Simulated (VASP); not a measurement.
Set up this calculation in VASP 6.6.1, as the native input.

| Item | Value |
| --- | --- |
| Task | dielectric tensor |
| Functional | PBE |
| Potentials or basis | VASP PAW PBE potentials, release 64 (Cd_sv_GW, S) |
| Cutoff | 470 eV |
| k mesh | 6 × 6 × 6 |
| Occupations | gaussian, width 0.01 eV |
| Spin | no spin polarisation |
| Dipole correction | no |
| Further INCAR settings | ALGO = Normal; EDIFF = 1e-08 |

The structure of CdS lies in POSCAR:

```
CdS
1.0
    0.0000000000      2.7267765870      2.7267765870
    2.7267765870      0.0000000000      2.7267765870
    2.7267765870      2.7267765870      0.0000000000
Cd S
1 1
Direct
    0.0000000000      0.0000000000      0.0000000000
    0.5000000000      0.5000000000      0.5000000000
```

These files were run (other wordings do the same):

INCAR

```
PREC     = Accurate       # precision mode
ENCUT    = 470            # plane-wave cutoff, eV
EDIFF    = 1E-8           # SCF threshold, eV
ISMEAR   = 0              # smearing method
SIGMA    = 0.01           # smearing width, eV
LREAL    = False          # projectors in reciprocal space
LASPH    = True           # aspherical terms in the spheres
NELM     = 120            # most SCF steps
ALGO     = Normal         # electronic algorithm
ISIF     = 2              # what is computed and relaxed
LWAVE    = False          # write WAVECAR
LCHARG   = False          # write CHGCAR
GGA      = PE             # functional
LEPSILON = True           # dielectric tensor by DFPT
GGA_COMPAT= False
```

KPOINTS

```
regular mesh
0
Gamma
  6 6 6
```

Potentials or basis: VASP PAW PBE potentials, release 64 (Cd_sv_GW, S).

Command:

```bash
$ cat potpaw_PBE.64/Cd_sv_GW/POTCAR potpaw_PBE.64/S/POTCAR > POTCAR
$ mpirun -np 1 vasp_std > vasp.out
```

It gave:

```
Band gap on the k mesh                  : 0.25 eV (least direct gap 1.74 eV)
Electronic dielectric tensor (diagonal) : 10.37
Born charges (mean of the diagonal)     : Cd +3.12; S -3.12 e
```

Caveat: the gap is small at this level, which inflates the dielectric constant; the structure was generated, so it needn't be the stable form of CdS; semilocal functionals underestimate gaps, and a narrow one can read as zero.

Run time: 100 s on 1 thread of Intel(R) Xeon(R) 6975P-C (Granite Rapids), on a shared host, peak memory 0.21 GiB.
